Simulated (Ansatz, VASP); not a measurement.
One calculation of HfN, two programs

The input INCAR:

```
PREC = Accurate ; ENCUT = 520
EDIFF = 1E-7 ; ISMEAR = 0
SIGMA = 0.15 ; LREAL = False
LASPH = True ; NELM = 80
ALGO = Normal ; ISIF = 2
LWAVE = False ; LCHARG = False
GGA = PE ; NBANDS = 14
```

KPOINTS

```
regular mesh
0
Gamma
  20 20 20
```

POSCAR

```
HfN
1.0
   -0.2384752187      2.1462769680      2.1462769680
    2.1462769680     -0.2384752187      2.1462769680
    2.1462769680      2.1462769680     -0.2384752187
Hf N
1 1
Direct
    0.0000000000      0.0000000000      0.0000000000
    0.5000000000      0.5000000000      0.5000000000
```

Input for Ansatz:

```yaml
crystal:
  lattice:
    - [-0.2384752187, 2.146276968, 2.146276968]
    - [2.146276968, -0.2384752187, 2.146276968]
    - [2.146276968, 2.146276968, -0.2384752187]
  atoms:
    - { symbol: Hf, position: [0.0, 0.0, 0.0] }
    - { symbol: "N", position: [0.5, 0.5, 0.5] }
basis:
  ecutwfc: 420
kpoints:
  mp_grid: { grid: [20, 20, 20] }
hamiltonian:
  xc: pbe
scf:
  occupations: { method: gaussian, width: 0.15 }
output:
  forces: true
  stress: true
  eigenvalues: true
```

Alike in both runs: task single point; functional PBE; k mesh 20 × 20 × 20; occupations gaussian, width 0.15 eV; no spin polarisation.

|  | VASP | Ansatz |
| --- | --- | --- |
| version | VASP 6.6.1 | Ansatz 0.2.0 |
| potentials or method | VASP PAW PBE potentials, release 64 (Hf_pv, N), cutoff 520 eV | scalar-relativistic, plane waves, PAW |
| valence electrons in the cell | 15 | 31 |

```csv
,VASP,Ansatz,Ansatz less VASP
gap on the k mesh at the Fermi level (eV),none,none,-
pressure (GPa),3.1,5.4,+2.37
"traceless stress, the component that is largest in VASP (GPa)",13.71,13.57,-0.136
```

A gap of «none» marks a metal or a gap that the smearing closes. VASP's potentials hold 15 valence electrons a cell and Ansatz's 31, so a difference there can come from the potentials and not from the codes.

Spin-orbit coupling is off throughout.
